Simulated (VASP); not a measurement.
# TiO2 (I4_1/amd) in VASP: a series of runs, part 2 of 2

VASP 6.6.1. Earlier steps stand in the parts before.

## 3. Single point, PBE+U

This run uses another cell than the first one, of 13.26 Å³/atom.

Contents of INCAR:

```
SYSTEM = TiO2
ALGO = Normal
EDIFF = 1E-6
ENCUT = 600
GGA = PE
GGA_COMPAT = .False.
ISIF = 2
ISMEAR = 0
LASPH = .True.
LCHARG = .True.
LDAU = .True.
LDAUJ = 0 0
LDAUL = 2 -1
LDAUPRINT = 1
LDAUTYPE = 2
LDAUU = 4 0
LELF = .True.
LMAXMIX = 4
LREAL = .False.
LVHAR = .True.
LWAVE = .False.
NBANDS = 33
NELM = 200
PREC = Accurate
SIGMA = 0.05
```

Contents of KPOINTS:

```
k-points
0
Gamma
  8 8 8
  0 0 0
```

Contents of POSCAR:

```
TiO2
1.0
   -1.9406500000      1.9406500000      5.2799000000
    1.9406500000     -1.9406500000      5.2799000000
    1.9406500000      1.9406500000     -5.2799000000
Ti O
2 4
Direct
    0.0000000000      0.0000000000      0.0000000000
    0.7500000000      0.2500000000      0.5000000000
    0.2052682436      0.2052682436      0.0000000000
    0.9552682436      0.4552682436      0.5000000000
    0.5447317564      0.0447317564      0.5000000000
    0.7947317564      0.7947317564      0.0000000000
```

Potentials or basis: VASP PAW PBE potentials, release 64 (Ti_sv, O).

Started as:

```bash
cat potpaw_PBE.64/Ti_sv/POTCAR potpaw_PBE.64/O/POTCAR > POTCAR
mpirun -np 1 vasp_std > vasp.out
```

OUTCAR:

```text
SYSTEM = TiO2
   EDIFF = 1E-6
   ENCUT = 600
   GGA = PE
   ISIF = 2
   ISMEAR = 0
   LASPH = .True.
   LREAL = .False.
   NELM = 200
   PREC = Accurate

 ion  position               nearest neighbor table
   1  0.000  0.000  0.000-   4 2.00   5 2.00   5 2.00   4 2.00   3 2.17   6 2.17
   2  0.750  0.250  0.500-   3 2.00   6 2.00   6 2.00   3 2.00   4 2.17   5 2.17
   3  0.205  0.205  0.000-   2 2.00   2 2.00   1 2.17
   4  0.955  0.455  0.500-   1 2.00   1 2.00   2 2.17
   5  0.545  0.045  0.500-   1 2.00   1 2.00   2 2.17
   6  0.795  0.795  0.000-   2 2.00   2 2.00   1 2.17

  LATTYP: Found a body centered tetragonal cell.
 ALAT       =     3.8813000000
 C/A-ratio  =     2.7206863680

  Lattice vectors:

 A1 = (  -1.9406500000,   1.9406500000,   5.2799000000)
 A2 = (   1.9406500000,  -1.9406500000,   5.2799000000)
 A3 = (   1.9406500000,   1.9406500000,  -5.2799000000)

Analysis of symmetry for initial positions (statically):
=====================================================================
 Subroutine PRICEL returns:
[... 254 lines left out ...]
 cond. band min:       4.7638155970   @ k =   0.0000   0.0000   0.0000
 fundamental gap:      2.3609055057
 Fermi energy:         2.6825333594

 k-point     1 :       0.0000    0.0000    0.0000
  band No.  band energies     occupation
      1     -55.6744      2.00000
      2     -55.6542      2.00000
      3     -31.9278      2.00000
      4     -31.7618      2.00000
      5     -31.7597      2.00000
      6     -31.7597      2.00000
[... 853 lines left out ...]
     32       7.4864      0.00000
     33       8.2984      0.00000

 [... further k-points ...]

------------------------ aborting loop because EDIFF is reached ----------------------------------------

  FORCE on cell =-STRESS in cart. coord.  units (eV):
  Direction    XX          YY          ZZ          XY          YZ          ZX
  --------------------------------------------------------------------------------------
  -------------------------------------------------------------------------------------
  Total       -5.6592127     -5.6592127    -10.0275794      0.0000000     -0.0000000      0.0000000
  in kB     -113.9951764   -113.9951764   -201.9884652      0.0000000     -0.0000000      0.0000000
  external PRESSURE =    -143.3262727 kB  Pullay stress =       0.0000000 kB

 VOLUME and BASIS-vectors are now :
 -----------------------------------------------------------------------------
  energy-cutoff  :      600.00
  volume of cell :       79.54
      direct lattice vectors                 reciprocal lattice vectors
    -1.940650000  1.940650000  5.279900000     0.000000000  0.257645634  0.094698763
     1.940650000 -1.940650000  5.279900000     0.257645634  0.000000000  0.094698763
     1.940650000  1.940650000 -5.279900000     0.257645634  0.257645634  0.000000000

 POSITION                                       TOTAL-FORCE (eV/Angst)
 -----------------------------------------------------------------------------------
      0.00000      0.00000      0.00000         0.000000      0.000000      0.000000
     -0.00000      1.94065      2.63995         0.000000      0.000000     -0.000000
      0.00000      0.00000      2.16759        -0.000000      0.000000     -0.665011
      0.00000      1.94065      4.80754         0.000000     -0.000000     -0.665011
     -0.00000      1.94065      0.47236         0.000000     -0.000000      0.665011
      0.00000      0.00000      8.39221        -0.000000      0.000000      0.665011
 -----------------------------------------------------------------------------------
    total drift:                                0.000000      0.000000     -0.000000

  FREE ENERGIE OF THE ION-ELECTRON SYSTEM (eV)
  ---------------------------------------------------
  free  energy   TOTEN  =       -48.0870495817 eV

  energy  without entropy=      -48.0870495817  energy(sigma->0) =      -48.08704958
```

OSZICAR:

```text
N       E                     dE             d eps       ncg     rms          rms(c)
DAV:   1     0.694456011266E+03    0.69446E+03   -0.25970E+04  3894   0.181E+03
DAV:   2     0.400695372129E+02   -0.65439E+03   -0.61240E+03  4322   0.523E+02
DAV:   3    -0.633264400287E+02   -0.10340E+03   -0.10178E+03  5413   0.194E+02
DAV:   4    -0.685714437042E+02   -0.52450E+01   -0.52318E+01  6047   0.434E+01
DAV:   5    -0.687907560722E+02   -0.21931E+00   -0.21925E+00  5215   0.658E+00    0.288E+01
DAV:   6    -0.480922408558E+02    0.20699E+02   -0.93361E+01  5584   0.849E+01    0.106E+01
DAV:   7    -0.483624968874E+02   -0.27026E+00   -0.14904E+01  5307   0.272E+01    0.678E+00
DAV:   8    -0.482268429704E+02    0.13565E+00   -0.50255E-01  5148   0.524E+00    0.525E+00
DAV:   9    -0.480985953575E+02    0.12825E+00   -0.77126E-01  5400   0.900E+00    0.211E+00
DAV:  10    -0.480961969777E+02    0.23984E-02   -0.36241E-01  5566   0.429E+00    0.751E-01
DAV:  11    -0.481050688004E+02   -0.88718E-02   -0.12725E-01  5735   0.215E+00    0.119E+00
DAV:  12    -0.480886667390E+02    0.16402E-01   -0.74825E-02  5227   0.284E+00    0.281E-01
DAV:  13    -0.480874717146E+02    0.11950E-02   -0.46903E-03  4959   0.629E-01    0.168E-01
DAV:  14    -0.480870441595E+02    0.42756E-03   -0.19200E-03  5395   0.297E-01    0.298E-02
DAV:  15    -0.480870509698E+02   -0.68103E-05   -0.12583E-04  4874   0.924E-02    0.171E-02
DAV:  16    -0.480870525654E+02   -0.15956E-05   -0.41264E-06  4508   0.148E-02    0.177E-02
DAV:  17    -0.480870498631E+02    0.27024E-05   -0.28468E-05  4784   0.361E-02    0.100E-02
DAV:  18    -0.480870495817E+02    0.28139E-06   -0.24833E-06  3558   0.152E-02
   1 F= -.48087050E+02 E0= -.48087050E+02  d E =-.578303E-17
```

stdout:

```text
POSCAR found type information on POSCAR TiO
 POSCAR found :  2 types and       6 ions
 scaLAPACK will be used
 LDA part: xc-table for (Slater+PW92), standard interpolation
 POSCAR, INCAR and KPOINTS ok, starting setup
 FFT: planning ... GRIDC
 FFT: planning ... GRID_SOFT
 FFT: planning ... GRID
 WAVECAR not read
 entering main loop
```

Wall time 12 min (1 thread of Intel Xeon 8259CL, shared host); peak memory 0.41 GiB.

What came out:

```yaml
Free_energy: -48.0870 eV
Pressure: -14.3 GPa
Largest_force: 0.665 eV/Å
Band_gap_on_the_k_mesh: 2.36 eV (least direct gap 2.67 eV)
```

Forces in eV/Å, atoms in the order of the input:
```
Ti   0.000  0.000  0.000
Ti   0.000  0.000  0.000
O    0.000  0.000 -0.665
O    0.000  0.000 -0.665
O    0.000  0.000  0.665
O    0.000  0.000  0.665
```

Stress tensor (GPa, compression positive):
```
-11.40   0.00   0.00
  0.00 -11.40   0.00
  0.00   0.00 -20.20
```

Levels at points of the mesh, in eV from the valence-band top:
```
           k point  band 22  band 23  band 24  band 25  band 26  band 27
(0.00, 0.00, 0.00)    -0.93    -0.35    -0.35     2.36     2.79     3.82
(0.50, 0.00, 0.00)    -1.20    -0.76    -0.73     3.24     3.26     3.33
(0.50, 0.50, 0.00)    -1.85    -0.05    -0.05     3.04     3.04     3.44
(0.50, 0.50, 0.50)    -1.38    -0.18    -0.18     2.57     2.57     3.65
```

Eigenvalues of the final occupation matrices:
```tsv
site	spin	trace	eigenvalues
site 1 d	1	0.74	0.09 0.09 0.11 0.20 0.24
site 1 d	2	0.74	0.09 0.09 0.11 0.20 0.24
site 2 d	1	0.74	0.09 0.09 0.11 0.20 0.24
site 2 d	2	0.74	0.09 0.09 0.11 0.20 0.24
```

Caveat: the cell stands under tension.
